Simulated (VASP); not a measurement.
Ta2Si: relaxation of cell and atoms with PBEsol

The system is Ta2Si.

```xyz
9
Lattice="0.0000 0.0000 -5.4916 -4.9346 -2.8490 0.0000 0.0000 5.6980 0.0000" Properties=species:S:1:pos:R:3 pbc="T T T"
Ta   -3.2897    1.8993   -3.7899
Ta   -4.9346   -0.9497   -3.7899
Ta   -1.6449    4.7483   -3.7899
Ta   -1.6449    0.9497   -1.7017
Ta   -3.2897    3.7987   -1.7017
Ta   -4.9346    0.9497   -1.7017
Si   -3.2897    0.0000   -5.4916
Si   -4.9346   -2.8490   -5.4916
Si   -1.6449    2.8490   -5.4916
```

```yaml
Program: VASP 6.6.1
Task: relaxation of cell and atoms
Functional: PBEsol
Potentials_or_basis: VASP PAW PBE potentials, release 64 (Ta_pv, Si)
Cutoff: 600 eV
k_mesh: 8 × 6 × 6
Occupations: gaussian, width 0.1 eV
Spin: no spin polarisation
Dipole_correction: no
Further_INCAR_settings: ALGO = Fast; EDIFF = 1e-06; IBRION = 2; EDIFFG = -0.015; NSW = 80; ISIF = 3
```

- Relaxed volume: 17.19 Å³/atom
- Relaxed cell: a = 5.496 Å, b = 5.701 Å, c = 5.701 Å, α = 120.00°, β = 90.00°, γ = 90.00°
- Space group after relaxing (to 0.1 Å): P-3m1 (No. 164)
- Energy gained by relaxing: 0.0 meV/atom
- Ionic steps: 3
- Pressure after relaxing: 0.0 GPa
- Largest force after relaxing: 0.008 eV/Å
- Band gap on the k mesh: zero (bands 39 and 40 overlap by 1.04 eV)

Forces in eV/Å, atoms in the order of the input:
```
Ta   0.000  0.000  0.008
Ta   0.000  0.000  0.008
Ta   0.000  0.000  0.008
Ta   0.000  0.000 -0.008
Ta   0.000  0.000 -0.008
Ta   0.000  0.000 -0.008
Si   0.000  0.000  0.000
Si   0.000  0.000  0.000
Si   0.000  0.000  0.000
```

Stress tensor (GPa, compression positive):
```
-0.05  0.00  0.00
 0.00 -0.05  0.00
 0.00  0.00  0.07
```

The path:
| step | energy change (eV) | largest force (eV/Å) | pressure (GPa) | volume (Å³) |
| --- | --- | --- | --- | --- |
| 1 | 0.0000 | 0.0090 | 0.31 | 154.41 |
| 2 | 0.0006 | 0.0085 | -0.58 | 155.15 |
| 3 | -0.0003 | 0.0085 | -0.01 | 154.67 |

Final structure:
```yaml
crystal:
  lattice:
    - [0.00000, 0.00000, -5.49605]
    - [-4.93680, -2.85026, 0.00000]
    - [0.00000, 5.70052, 0.00000]
  atoms:
    - { symbol: Ta, position: [0.69009, 0.66667, 0.66667] }
    - { symbol: Ta, position: [0.69009, 0.00000, 0.33333] }
    - { symbol: Ta, position: [0.69009, 0.33333, 0.00000] }
    - { symbol: Ta, position: [0.30991, 0.33333, 0.33333] }
    - { symbol: Ta, position: [0.30991, 0.66667, 0.00000] }
    - { symbol: Ta, position: [0.30991, 0.00000, 0.66667] }
    - { symbol: Si, position: [0.00000, 0.66667, 0.33333] }
    - { symbol: Si, position: [0.00000, 0.00000, 0.00000] }
    - { symbol: Si, position: [0.00000, 0.33333, 0.66667] }
```

Levels at points of the mesh, in eV from the Fermi level:
| k point | band 37 | band 38 | band 39 | band 40 | band 41 | band 42 |
| --- | --- | --- | --- | --- | --- | --- |
| (0.00, 0.00, 0.00) | -0.78 | -0.62 | -0.62 | 0.73 | 1.13 | 1.24 |
| (0.50, 0.00, 0.00) | -1.36 | -0.55 | -0.55 | 0.89 | 2.09 | 2.09 |
| (0.00, 0.50, 0.00) | -0.93 | -0.93 | 0.79 | 1.10 | 1.10 | 1.24 |
| (0.50, 0.50, 0.00) | -1.05 | -0.70 | -0.69 | -0.25 | -0.15 | 0.26 |

Wall time 10 min on 1 thread of Intel(R) Xeon(R) Platinum 8488C (Sapphire Rapids), on a shared host, peak memory 0.53 GiB.

Caveat: the PAW data sets were made with another functional, which shifts forces and pressure a little; spin-orbit coupling is left out, which moves the levels of the heavy elements.
